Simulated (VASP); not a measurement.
Si (a cell with a defect): single point with PBE

Si (a cell with a defect):

```
Si
1.0
     0.00000    5.43000    5.43000
     5.43000    0.00000    5.43000
     5.43000    5.43000    0.00000
Si
17
Direct
  0.99982 0.99987 0.99991
  0.12441 0.12447 0.12450
  0.00272 0.00288 0.49694
  0.12411 0.12435 0.62628
  0.00264 0.49695 0.00289
  0.12401 0.62626 0.12443
  0.00269 0.49685 0.49689
  0.13096 0.62283 0.62282
  0.49694 0.00270 0.00279
  0.62624 0.12412 0.12430
  0.49664 0.00295 0.49675
  0.62266 0.13123 0.62266
  0.49654 0.49659 0.00313
  0.62255 0.62256 0.13136
  0.49958 0.49985 0.49999
  0.62244 0.62270 0.62288
  0.74952 0.74978 0.74990
```

```
Program             : VASP 6.6.1
Task                : single point
Functional          : PBE
Potentials or basis : VASP PAW PBE potentials, release 64 (Si)
Cutoff              : 520 eV
k mesh              : 2 × 2 × 2
Occupations         : fermi-dirac, width 0.02 eV
Spin                : no spin polarisation
```

```json
{"Pressure": "5.3 GPa", "Largest force": "0.020 eV/Å", "Band gap on the k mesh": "zero (band 34 reaches 6.93 eV, above the bottom of band 35 at 6.67 eV)"}
```

Forces in eV/Å, atoms in the order of the input:
```
Si   0.002  0.003  0.004
Si  -0.007 -0.004 -0.001
Si  -0.007 -0.009 -0.008
Si   0.006  0.011  0.016
Si  -0.007 -0.007 -0.010
Si   0.004  0.016  0.011
Si   0.004 -0.004 -0.006
Si  -0.009  0.004  0.003
Si  -0.004 -0.010 -0.011
Si   0.016  0.005  0.008
Si  -0.001  0.005 -0.007
Si   0.004 -0.007  0.002
Si  -0.001 -0.005  0.006
Si   0.003  0.002 -0.006
Si  -0.001  0.001  0.002
Si  -0.006 -0.005 -0.005
Si   0.004  0.002  0.001
```

Levels at points of the mesh, in eV from the Fermi level:
```
           k point  band 32  band 33  band 34  band 35  band 36  band 37
(0.00, 0.00, 0.00)    -0.82    -0.82    -0.24    -0.24    -0.24     0.08
(0.50, 0.00, 0.00)    -1.43    -1.43    -0.34     0.54     0.54     0.90
(0.00, 0.50, 0.00)    -1.43    -1.43    -0.34     0.54     0.54     0.89
(0.00, 0.00, 0.50)    -1.43    -1.43    -0.34     0.54     0.54     0.89
(0.50, 0.50, 0.50)    -1.43    -1.43    -0.34     0.54     0.54     0.90
(0.50, 0.50, 0.00)    -1.89    -0.99     0.01     0.71     1.02     1.03
(0.00, 0.50, 0.50)    -1.89    -0.99     0.02     0.71     1.02     1.03
(0.50, 0.00, 0.50)    -1.89    -0.99     0.01     0.71     1.02     1.03
```

It took 3.8 min on 1 thread of Intel(R) Xeon(R) Platinum 8488C (Sapphire Rapids) (shared host), peak memory 0.47 GiB.

Caveat: the k points lie up to 0.50 Å⁻¹ apart.
